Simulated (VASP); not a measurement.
# TiO2 (P4_2/mnm) in VASP: notebook, part 2 of 2

VASP 6.6.1. Earlier steps stand in the parts before.

**3. Single point, PBE**

This run uses another cell than the first one, of 9.35 Å³/atom.

Contents of INCAR:

```
SYSTEM = TiO2
ALGO = Normal ; EDIFF = 1E-6
ENCUT = 520 ; GGA = PE
ISIF = 2 ; ISMEAR = 0
ISYM = 0 ; LASPH = .True.
LCHARG = .True. ; LELF = .True.
LREAL = .False. ; LVHAR = .True.
LWAVE = .False. ; NBANDS = 33
NELM = 100 ; PREC = Accurate
SIGMA = 0.05
```

Contents of KPOINTS:

```
k-points
0
Gamma
  6 6 10
  0 0 0
```

Contents of POSCAR:

```
TiO2
1.0
    4.5351000000      0.0000000000      0.0000000000
    0.0000000000      4.5351000000      0.0000000000
    0.0000000000      0.0000000000      2.7268000000
Ti O
2 4
Direct
    0.0000000000      0.0000000000      0.0000000000
    0.5000000000      0.5000000000      0.5000000000
    0.3050970583      0.3050970583      0.0000000000
    0.1949029417      0.8050970583      0.5000000000
    0.6949029417      0.6949029417      0.0000000000
    0.8050970583      0.1949029417      0.5000000000
```

Potentials or basis: VASP PAW PBE potentials, release 64 (Ti_sv, O).

Launch:

```sh
$ cat potpaw_PBE.64/Ti_sv/POTCAR potpaw_PBE.64/O/POTCAR > POTCAR
$ mpirun -np 1 vasp_std > vasp.out
```

OUTCAR:

```text
SYSTEM = TiO2
   EDIFF = 1E-6
   ENCUT = 520
   GGA = PE
   ISIF = 2
   ISMEAR = 0
   ISYM = 0
   LASPH = .True.
   LREAL = .False.
   NELM = 100
   PREC = Accurate

 ion  position               nearest neighbor table
   1  0.000  0.000  0.000-   4 1.85   6 1.85   4 1.85   6 1.85   5 1.96   3 1.96
   2  0.500  0.500  0.500-   3 1.85   5 1.85   3 1.85   5 1.85   4 1.96   6 1.96
   3  0.305  0.305  0.000-   2 1.85   2 1.85   1 1.96
   4  0.195  0.805  0.500-   1 1.85   1 1.85   2 1.96
   5  0.695  0.695  0.000-   2 1.85   2 1.85   1 1.96
   6  0.805  0.195  0.500-   1 1.85   1 1.85   2 1.96

IMPORTANT INFORMATION: All symmetrisations will be switched off!
NOSYMM: (Re-)initialisation of all symmetry stuff for point group C_1.

----------------------------------------------------------------------------------------

                                     Primitive cell

  volume of cell :      56.0825

  direct lattice vectors                    reciprocal lattice vectors
     4.535100000  0.000000000  0.000000000     0.220502304  0.000000000  0.000000000
[... 147 lines left out ...]
 fundamental gap:      2.2848835220
 Fermi energy:         5.9721031630

 k-point     1 :       0.0000    0.0000    0.0000
  band No.  band energies     occupation
      1     -50.5078      2.00000
      2     -50.4811      2.00000
      3     -26.9683      2.00000
      4     -26.9683      2.00000
      5     -26.6834      2.00000
      6     -26.6834      2.00000
[... 853 lines left out ...]
     32      13.4274      0.00000
     33      13.5416      0.00000

 [... further k-points ...]

------------------------ aborting loop because EDIFF is reached ----------------------------------------

  FORCE on cell =-STRESS in cart. coord.  units (eV):
  Direction    XX          YY          ZZ          XY          YZ          ZX
  --------------------------------------------------------------------------------------
  -------------------------------------------------------------------------------------
  Total       11.5431108     11.5431060     23.7466479      0.0000138      0.0000097      0.0000014
  in kB      329.7664177    329.7662797    678.4000540      0.0003939      0.0002761      0.0000394
  external PRESSURE =     445.9775838 kB  Pullay stress =       0.0000000 kB

 VOLUME and BASIS-vectors are now :
 -----------------------------------------------------------------------------
  energy-cutoff  :      520.00
  volume of cell :       56.08
      direct lattice vectors                 reciprocal lattice vectors
     4.535100000  0.000000000  0.000000000     0.220502304  0.000000000  0.000000000
     0.000000000  4.535100000  0.000000000     0.000000000  0.220502304  0.000000000
     0.000000000  0.000000000  2.726800000     0.000000000  0.000000000  0.366730233

 POSITION                                       TOTAL-FORCE (eV/Angst)
 -----------------------------------------------------------------------------------
      0.00000      0.00000      0.00000        -0.000005      0.000002     -0.000003
      2.26755      2.26755      1.36340         0.000007      0.000006     -0.000001
      1.38365      1.38365      0.00000        -0.896042     -0.896040     -0.000002
      0.88390      3.65120      1.36340         0.896131     -0.896135      0.000001
      3.15145      3.15145      0.00000         0.896040      0.896042      0.000003
      3.65120      0.88390      1.36340        -0.896132      0.896126      0.000001
 -----------------------------------------------------------------------------------
    total drift:                                0.000012     -0.000006     -0.000007

  FREE ENERGIE OF THE ION-ELECTRON SYSTEM (eV)
  ---------------------------------------------------
  free  energy   TOTEN  =       -52.4533414317 eV

  energy  without entropy=      -52.4533414317  energy(sigma->0) =      -52.45334143
```

OSZICAR:

```text
N       E                     dE             d eps       ncg     rms          rms(c)
DAV:   1     0.667012908514E+03    0.66701E+03   -0.24323E+04 12152   0.176E+03
DAV:   2     0.282148600678E+02   -0.63880E+03   -0.58987E+03 13163   0.524E+02
DAV:   3    -0.635456640672E+02   -0.91761E+02   -0.89668E+02 16576   0.192E+02
DAV:   4    -0.683758025938E+02   -0.48301E+01   -0.48192E+01 17588   0.410E+01
DAV:   5    -0.685274479273E+02   -0.15165E+00   -0.15163E+00 15624   0.626E+00    0.371E+01
DAV:   6    -0.522972241171E+02    0.16230E+02   -0.64947E+01 15983   0.930E+01    0.105E+01
DAV:   7    -0.525389235534E+02   -0.24170E+00   -0.11584E+01 14454   0.310E+01    0.116E+01
DAV:   8    -0.524136440294E+02    0.12528E+00   -0.63507E-01 16416   0.849E+00    0.584E+00
DAV:   9    -0.524722366637E+02   -0.58593E-01   -0.39131E-01 16239   0.559E+00    0.188E+00
DAV:  10    -0.524544886682E+02    0.17748E-01   -0.76861E-02 14987   0.343E+00    0.540E-01
DAV:  11    -0.524535508913E+02    0.93778E-03   -0.10973E-02 16875   0.912E-01    0.105E-01
DAV:  12    -0.524534167694E+02    0.13412E-03   -0.59582E-04 15317   0.205E-01    0.732E-02
DAV:  13    -0.524533409073E+02    0.75862E-04   -0.20919E-04 15073   0.171E-01    0.162E-02
DAV:  14    -0.524533415998E+02   -0.69242E-06   -0.28359E-05 16900   0.586E-02    0.128E-02
DAV:  15    -0.524533414317E+02    0.16810E-06   -0.48769E-06 13265   0.233E-02
   1 F= -.52453341E+02 E0= -.52453341E+02  d E =-.124237E-19
```

Wall time 6.6 min (1 thread of Intel Xeon 8259CL, shared host); peak memory 0.37 GiB.

What came out:

* Free energy: -52.4533 eV
* Pressure: 44.6 GPa
* Largest force: 1.267 eV/Å
* Band gap on the k mesh: 2.28 eV

Forces in eV/Å, atoms in the order of the input:
```
Ti   0.000  0.000  0.000
Ti   0.000  0.000  0.000
O   -0.896 -0.896  0.000
O    0.896 -0.896  0.000
O    0.896  0.896  0.000
O   -0.896  0.896  0.000
```

Stress tensor (GPa, compression positive):
```
32.98  0.00  0.00
 0.00 32.98  0.00
 0.00  0.00 67.84
```

Levels at points of the mesh, in eV from the valence-band top:
```csv
k point,band 20,band 21,band 22,band 23,band 24,band 25,band 26,band 27,band 28,band 29
"(0.00, 0.00, 0.00)",-1.34,-0.32,-0.32,-0.22,0.00,2.28,2.57,3.35,3.41,3.41
"(0.50, 0.00, 0.00)",-3.03,-1.06,-1.06,-0.70,-0.70,3.11,3.11,3.92,3.92,4.61
"(0.00, 0.50, 0.00)",-3.03,-1.06,-1.06,-0.70,-0.70,3.11,3.11,3.92,3.92,4.61
"(0.50, 0.50, 0.00)",-2.48,-0.94,-0.94,-0.74,-0.74,2.30,2.30,3.43,3.43,4.92
"(0.00, 0.00, 0.50)",-3.01,-2.31,-2.31,-1.35,-1.35,3.60,3.60,4.42,4.42,4.62
"(0.50, 0.00, 0.50)",-2.14,-2.12,-2.12,-0.97,-0.97,2.41,2.41,4.59,4.59,4.75
"(0.00, 0.50, 0.50)",-2.14,-2.12,-2.12,-0.97,-0.97,2.41,2.41,4.59,4.59,4.75
"(0.50, 0.50, 0.50)",-3.00,-1.21,-1.21,-0.56,-0.56,3.20,3.20,3.89,3.89,4.65
```

Caveat: the stress differs along the axes, from 33 to 68 GPa; forces of over 1 eV/Å act on the atoms, so gaps and moduli don't describe the material at rest. A k mesh can miss the band edges.
